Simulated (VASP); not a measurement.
Crystal: InSe.

```
In Se
1.0
     1.98658    1.14695    8.38335
    -1.98658    1.14695    8.38335
     0.00000   -2.29390    8.38335
In Se
2 2
Direct
  0.88860 0.88860 0.88860
  0.00000 0.00000 0.00000
  0.17190 0.17190 0.17190
  0.38350 0.38350 0.38350
```

Base run:

| Quantity | Value |
| --- | --- |
| Program | VASP 6.6.1 |
| Functional | RPBE |
| Dispersion | D3(BJ) |
| Potentials or basis | VASP PAW PBE potentials, release 64 (In_d, Se) |
| Cutoff | 520 eV |
| k mesh | 8 × 8 × 8 |
| Occupations | fermi-dirac, width 0.05 eV |
| Spin | no spin polarisation |

Its results: band gap on the k mesh 0.62 eV; pressure -3.6 GPa; largest force 0.501 eV/Å.

Task: The run is repeated on the same cell with these changes: functional from RPBE to PBE; dispersion from D3(BJ) to none. What comes out?

Result: Band gap on the k mesh 0.48 eV; pressure 4.0 GPa; largest force 0.467 eV/Å.

Several settings changed at once.

Caveats: spin-orbit coupling is left out, which moves the levels of the heavy elements; the cell stands under tension (at least some runs); the PAW data sets were made with another functional, which shifts forces and pressure a little (at least some runs); the cell stands under pressure (at least some runs).

A k mesh can miss the band edges.
